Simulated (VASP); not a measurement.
# C (C2/m) in VASP: notebook

Runs on C. Level: PBE+D3(BJ). Tasks: single point.

Program: VASP 6.6.1. These are calculated values, not measurements. Logs are shortened: lines on timing, memory, paths and dates and some standing lists are left out, and cuts for length are marked.

## 1. The cell of the first run

The structure is monoclinic, space group C2/m (No. 12). The conventional cell has a = 4.270 Å, b = 2.465 Å, c = 3.568 Å, α = 90.00°, β = 92.29°, γ = 90.00°. Within 1.9 Å of C (site symmetry m) lie 3 C at 1.42 Å.

## 2. Single point, PBE+D3(BJ) (strain -0.0400 x Voigt [0, 0, 0, 1, 0, 0])

INCAR

```
  PREC = Accurate
  ENCUT = 520
  EDIFF = 1E-6
  ISMEAR = 0
  SIGMA = 0.15
  LREAL = False
  LASPH = True
  NELM = 100
  ALGO = Fast
  ISIF = 2
  LWAVE = False
  LCHARG = True
  GGA = PE
  IVDW = 12
  LELF = True
  LVHAR = True
  NBANDS = 11
```

KPOINTS

```
regular mesh
0
Gamma
  30 30 18
```

POSCAR

```
C
1.0
    2.4647381352      0.0000000000      0.0000000000
   -1.2323690676      2.1345258387     -0.0426905168
    0.0000000000     -0.0713485268      3.5674263381
C
2
Direct
    0.3333333333      0.6666666667      0.0000000000
    0.6666666667      0.3333333333      0.0000000000
```

Potentials or basis: VASP PAW PBE potentials, release 64 (C).

The run is started by

```bash
$ cat potpaw_PBE.64/C/POTCAR > POTCAR
$ mpirun -np 1 vasp_std > vasp.out
```

OUTCAR:

```text
PREC = Accurate
   ENCUT = 520
   EDIFF = 1E-6
   ISMEAR = 0
   LREAL = False
   LASPH = True
   NELM = 100
   ISIF = 2
   GGA = PE
   IVDW = 12
 IVDW          = 12

 ion  position               nearest neighbor table
   1  0.333  0.667  0.000-   2 1.42   2 1.42   2 1.42
   2  0.667  0.333  0.000-   1 1.42   1 1.42   1 1.42

  LATTYP: Found a base centered monoclinic cell.
 ALAT       =     4.2699054024
 B/A-ratio  =     0.5772348338
 C/A-ratio  =     0.8356484315
 COS(beta)  =    -0.0399840064

  Lattice vectors:

 A1 = (   1.2323690676,   2.1345258387,  -0.0426905168)
 A2 = (  -1.2323690676,   2.1345258387,  -0.0426905168)
 A3 = (   0.0000000000,  -0.0713485268,   3.5674263381)

Analysis of symmetry for initial positions (statically):
=====================================================================
 Subroutine PRICEL returns:
 Original cell was already a primitive cell.

 Routine SETGRP: Setting up the symmetry group for a
 base centered monoclinic supercell.

 Subroutine GETGRP returns: Found  4 space group operations
 (whereof  4 operations were pure point group operations)
 out of a pool of  4 trial point group operations.

The static configuration has the point symmetry C_2h.

Analysis of symmetry for dynamics (positions and initial velocities):
=====================================================================
 Subroutine PRICEL returns:
 Original cell was already a primitive cell.

 Routine SETGRP: Setting up the symmetry group for a
 base centered monoclinic supercell.

 Subroutine GETGRP returns: Found  4 space group operations
 (whereof  4 operations were pure point group operations)
 out of a pool of  4 trial point group operations.

The dynamic configuration has the point symmetry C_2h.

 Subroutine INISYM returns: Found  4 space group operations
 (whereof  4 operations are pure point group operations),
 and found     1 'primitive' translations

----------------------------------------------------------------------------------------

                                     Primitive cell

  volume of cell :      18.7609

  direct lattice vectors                    reciprocal lattice vectors
     2.464738135  0.000000000  0.000000000     0.405722614  0.234337796  0.004686756
    -1.232369068  2.134525839 -0.042690517     0.000000000  0.468675592  0.009373512
     0.000000000 -0.071348527  3.567426338     0.000000000  0.005608526  0.280426298

  length of vectors
     2.464738135  2.465107818  3.568139752     0.468558436  0.468769317  0.280482377

  position of ions in fractional coordinates (direct lattice)
     0.333333333  0.666666667  0.000000000
     0.666666667  0.333333333  0.000000000

  ion indices of the primitive-cell ions
   primitive index   ion index
                 1           1
                 2           2

----------------------------------------------------------------------------------------

 KPOINTS: regular mesh

Automatic generation of k-mesh.
 Grid dimensions read from file:
 generate k-points for:   30   30   18

 Generating k-lattice:

  Cartesian coordinates                     Fractional coordinates (reciprocal lattice)
     0.013524087  0.007811260  0.000156225     0.033333333 -0.000000000  0.000000000
     0.000000000  0.015622520  0.000312450     0.000000000  0.033333333  0.000000000
     0.000000000  0.000311585  0.015579239     0.000000000  0.000000000  0.055555556

  Length of vectors
     0.015618615  0.015625644  0.015582354

  Shift w.r.t. Gamma in fractional coordinates (k-lattice)
     0.000000000  0.000000000  0.000000000

 Subroutine IBZKPT returns following result:
 ===========================================

 Found   4202 irreducible k-points:

 Following reciprocal coordinates:
            Coordinates               Weight
  0.000000  0.000000  0.000000      1.000000
  0.033333  0.000000  0.000000      4.000000
  0.066667 -0.000000  0.000000      4.000000
  0.100000  0.000000  0.000000      4.000000
  0.133333 -0.000000  0.000000      4.000000
  0.166667 -0.000000  0.000000      4.000000
[... 16 lines left out ...]
  0.200000  0.033333  0.000000      4.000000
  0.233333  0.033333 -0.000000      4.000000
 [... further k-points ...]
   k-points           NKPTS =   4202   k-points in BZ     NKDIM =   4202   number of bands    NBANDS=     11
   number of dos      NEDOS =    301   number of ions     NIONS =      2
   total plane-waves  NPLWV =   9072
   dimension x,y,z NGX =    18 NGY =   18 NGZ =   28
   dimension x,y,z NGXF=    36 NGYF=   36 NGZF=   56
   ions per type =               2
   NGX,Y,Z   is equivalent  to a cutoff of  12.14, 12.14, 13.05 a.u.
   NGXF,Y,Z  is equivalent  to a cutoff of  24.28, 24.28, 26.09 a.u.
 SYSTEM =  unknown system
   PREC   = accura    normal or accurate (medium, high low for compatibility)
   ISTART =      0    job   : 0-new  1-cont  2-samecut
   ICHARG =      2    charge: 1-file 2-atom 10-const
   ISPIN  =      1    spin polarized calculation?
   LNONCOLLINEAR =      F non collinear calculations
   LSORBIT =      F    spin-orbit coupling
   LASPH  =      T    aspherical Exc in radial PAW
   ENCUT  =  520.0 eV  38.22 Ry    6.18 a.u.   4.58  4.58  6.63*2*pi/ulx,y,z
   NELM   =    100;   NELMIN=  2; NELMDL= -5     # of ELM steps
   EDIFF  = 0.1E-05   stopping-criterion for ELM
   LREAL  =      F    real-space projection
   EDIFFG = 0.1E-04   stopping-criterion for IOM
   NSW    =      0    number of steps for IOM
   IBRION =     -1    ionic relax: 0-MD 1-quasi-New 2-CG
   NFREE  =      0    steps in history (QN), initial steepest desc. (CG)
   ISIF   =      2    stress and relaxation
   ISYM   =      2    0-nonsym 1-usesym 2-fastsym
   POTIM  = 0.5000    time-step for ionic-motion
   TEBEG  =    0.0;   TEEND  =   0.0 temperature during run
   PSTRESS=    0.0 pullay stress
   NELECT =       8.0000    total number of electrons
   NUPDOWN=      -1.0000    fix difference up-down
   EMIN   =  10.00;   EMAX   =-10.00  energy-range for DOS
   EFERMI =   0.00;   METHOD = LEGACY
   ISMEAR =     0;   SIGMA  =   0.15  broadening in eV -4-tet -1-fermi 0-gaus
   EFERMI_NEDOS =   21; number of points for ismear=-14 and -15
   IALGO  =     68    algorithm
   IMIX   =      4    mixing-type and parameters
     AMIX     =   0.40;   BMIX     =  1.00
     AMIX_MAG =   1.60;   BMIX_MAG =  1.00
  volume/ion in A,a.u.               =       9.38        63.30
  Fermi-wavevector in a.u.,A,eV,Ry     =   1.232216  2.328551 20.658507  1.518357
  Thomas-Fermi vector in A             =   2.366995
   LORBIT       =      0    0 simple, 1 ext, 2 COOP (PROOUT), +10 PAW based schemes
   GGA     = PE    functional components
   LHFCALC =     F    Hartree Fock is set to
   AEXX    =    0.0000 exact exchange contribution
   IVDW    =    12    specifies the selected vdW correction
   LEPSILON=     F    determine dielectric tensor
   LRPA    =     F    only Hartree local field effects (RPA)
 non-spin polarized calculation
 RMM-DIIS sequential band-by-band and
 Gauss-broadening in eV      SIGMA  =   0.15
  energy-cutoff  :      520.00
  volume of cell :       18.76
 maximum number of plane-waves:       521
   NGX =  9   NGY =  9   NGZ = 13

 number of electron       7.9999998 magnetization

 Free energy of the ion-electron system (eV)
  ---------------------------------------------------
  ext. energy  EPLUGINS =         0.00000000
  ---------------------------------------------------
  free energy    TOTEN  =       -18.42751436 eV

  energy without entropy =      -18.42711777  energy(sigma->0) =      -18.42731607

 E-fermi :   4.1920     XC(G=0):  -9.8917

 val. band max:        4.1465539131   @ k =   0.3333   0.3333   0.2778
 cond. band min:       4.1958595574   @ k =   0.3333   0.3333   0.2222
 fundamental gap:      0.0493056443
 Fermi energy:         4.1920104871

 k-point     1 :       0.0000    0.0000    0.0000
  band No.  band energies     occupation
      1     -15.4314      2.00000
      2      -2.6812      2.00000
      3       1.1447      2.00000
      4       1.1451      2.00000
      5       8.0215      0.00000
      6      12.4797      0.00000
      7      12.4831      0.00000
      8      15.7549      0.00000
      9      16.5903      0.00000
     10      26.4064      0.00000
     11      27.8052      0.00000

 k-point     2 :       0.0333    0.0000    0.0000
  band No.  band energies     occupation
      1     -15.4050      2.00000
      2      -2.6506      2.00000
      3       1.0355      2.00000
      4       1.0871      2.00000
      5       8.0543      0.00000
      6      12.4979      0.00000
      7      12.5957      0.00000
      8      15.6662      0.00000
      9      16.6353      0.00000
     10      26.4882      0.00000
     11      27.7684      0.00000

 k-point     3 :       0.0667   -0.0000    0.0000
  band No.  band energies     occupation
      1     -15.3257      2.00000
      2      -2.5592      2.00000
      3       0.7181      2.00000
      4       0.9218      2.00000
      5       8.1525      0.00000
      6      12.5319      0.00000
      7      12.9324      0.00000
      8      15.4062      0.00000
      9      16.7754      0.00000
     10      26.7209      0.00000
     11      27.6421      0.00000
[... 267 lines left out ...]
 k-point    23 :       0.2000    0.0333    0.0000
  band No.  band energies     occupation
      1     -14.3011      2.00000
      2      -2.4041      2.00000
      3      -1.3916      2.00000
      4      -0.6061      2.00000
      5       9.4331      0.00000
      6      12.4298      0.00000
      7      12.5752      0.00000
      8      16.3332      0.00000
      9      18.7045      0.00000
     10      25.4081      0.00000
     11      27.3518      0.00000

 k-point    24 :       0.2333    0.0333   -0.0000
  band No.  band energies     occupation
      1     -13.9365      2.00000
      2      -3.2693      2.00000
      3      -0.9839      2.00000
      4      -0.9542      2.00000
      5       9.8892      0.00000
      6      11.7386      0.00000
      7      12.3010      0.00000
      8      17.3281      0.00000
      9      19.2286      0.00000
     10      24.7812      0.00000
     11      26.5861      0.00000

 [... further k-points ...]

------------------------ aborting loop because EDIFF is reached ----------------------------------------

 Edisp (eV)   -0.29059

 E8    (eV) :    -0.0817

  FORCE on cell =-STRESS in cart. coord.  units (eV):
  Direction    XX          YY          ZZ          XY          YZ          ZX
  --------------------------------------------------------------------------------------
  -------------------------------------------------------------------------------------
  Total       0.07127     0.05122    -0.00333     0.00000    -0.01961     0.00000
  in kB       6.08666     4.37400    -0.28449     0.00000    -1.67505     0.00000
  external pressure =        3.39 kB  Pullay stress =        0.00 kB

 VOLUME and BASIS-vectors are now :
 -----------------------------------------------------------------------------
  energy-cutoff  :      520.00
  volume of cell :       18.76
      direct lattice vectors                 reciprocal lattice vectors
     2.464738135  0.000000000  0.000000000     0.405722614  0.234337796  0.004686756
    -1.232369068  2.134525839 -0.042690517     0.000000000  0.468675592  0.009373512
     0.000000000 -0.071348527  3.567426338     0.000000000  0.005608526  0.280426298

 POSITION                                       TOTAL-FORCE (eV/Angst)
 -----------------------------------------------------------------------------------
     -0.00000      1.42302     -0.02846        -0.000000      0.002336     -0.000016
      1.23237      0.71151     -0.01423         0.000000     -0.002336      0.000016
 -----------------------------------------------------------------------------------
    total drift:                                0.000000     -0.000000      0.000000

  FREE ENERGIE OF THE ION-ELECTRON SYSTEM (eV)
  ---------------------------------------------------
  free  energy   TOTEN  =       -18.7181026328 eV

  energy  without entropy=      -18.7177060460  energy(sigma->0) =      -18.71790434
```

Wall time 9.8 min (1 thread of Oxide Virtual Turin-like, shared host); peak memory 0.69 GiB.

Results:

```
Free energy                : -18.7181 eV
Pressure                   : 0.3 GPa
Band gap on the k mesh     : zero (bands 4 and 5 overlap by 0.91 eV)
Dispersion energy per atom : -0.145 eV
```

Forces in eV/Å, atoms in the order of the input:
```
C    0.000  0.002  0.000
C    0.000 -0.002  0.000
```

Caveat: the cell differs from its parent crystal (strain -0.0400 x Voigt [0, 0, 0, 1, 0, 0]).

## 3. Single point, PBE+D3(BJ) (strain +0.0300 x Voigt [0, 0, 0, 1, 0, 0])

INCAR

```
SYSTEM = C
PREC     = Accurate       ! precision mode
ENCUT    = 520            ! plane-wave cutoff, eV
EDIFF    = 1E-6           ! SCF threshold, eV
ISMEAR   = 0              ! smearing method
SIGMA    = 0.15           ! smearing width, eV
LREAL    = .False.        ! projectors in reciprocal space
LASPH    = .True.         ! aspherical terms in the spheres
NELM     = 60             ! most SCF steps
ALGO     = Fast           ! electronic algorithm
ISIF     = 2              ! what is computed and relaxed
LWAVE    = .False.        ! write WAVECAR
LCHARG   = .False.        ! write CHGCAR
GGA      = PE             ! functional
IVDW     = 12             ! dispersion correction
NBANDS   = 11             ! bands
```

KPOINTS

```
regular mesh
0
Gamma
  30 30 18
  0 0 0
```

POSCAR

```
C
1.0
    2.4647381352      0.0000000000      0.0000000000
   -1.2323690676      2.1345258387      0.0320178876
    0.0000000000      0.0535113951      3.5674263381
C
2
Direct
    0.3333333333      0.6666666667      0.0000000000
    0.6666666667      0.3333333333      0.0000000000
```

Potentials or basis: VASP PAW PBE potentials, release 64 (C).

The run is started by

```bash
$ cat potpaw_PBE.64/C/POTCAR > POTCAR
$ mpirun -np 1 vasp_std > vasp.out
```

Run time: 12 min. Hardware: 1 thread of Oxide Virtual Turin-like, shared host; peak memory 0.69 GiB.

Results (log left out):

- Free energy: -18.7179 eV
- Pressure: 0.4 GPa
- Band gap on the k mesh: zero (bands 4 and 5 overlap by 0.92 eV)
- Dispersion energy per atom: -0.145 eV

Stress tensor (GPa, compression positive):
```
 0.62  0.00  0.00
 0.00  0.53  0.13
 0.00  0.13 -0.02
```

Levels at points of the mesh, in eV from the Fermi level:
```tsv
k point	band 1	band 2	band 3	band 4	band 5	band 6	band 7	band 8
(0.00, 0.00, 0.00)	-19.62	-6.88	-3.05	-3.05	3.83	8.29	8.29	11.57
(0.50, 0.00, 0.00)	-14.35	-13.30	-6.43	-1.86	2.35	7.26	10.93	11.22
(0.00, 0.50, 0.00)	-14.35	-13.30	-6.43	-1.86	2.34	7.26	10.94	11.24
(0.00, 0.00, 0.50)	-19.44	-8.31	-3.03	-3.03	8.35	8.35	9.20	11.32
(0.50, 0.00, 0.50)	-14.22	-13.19	-6.41	-2.85	1.05	7.50	13.12	16.19
(0.00, 0.50, 0.50)	-14.22	-13.19	-6.40	-2.85	1.06	7.51	13.11	16.13
```

Caveat: the cell differs from its parent crystal (strain +0.0300 x Voigt [0, 0, 0, 1, 0, 0]).

The gap in the log of VASP goes by the Fermi energy; the results here count the filled bands.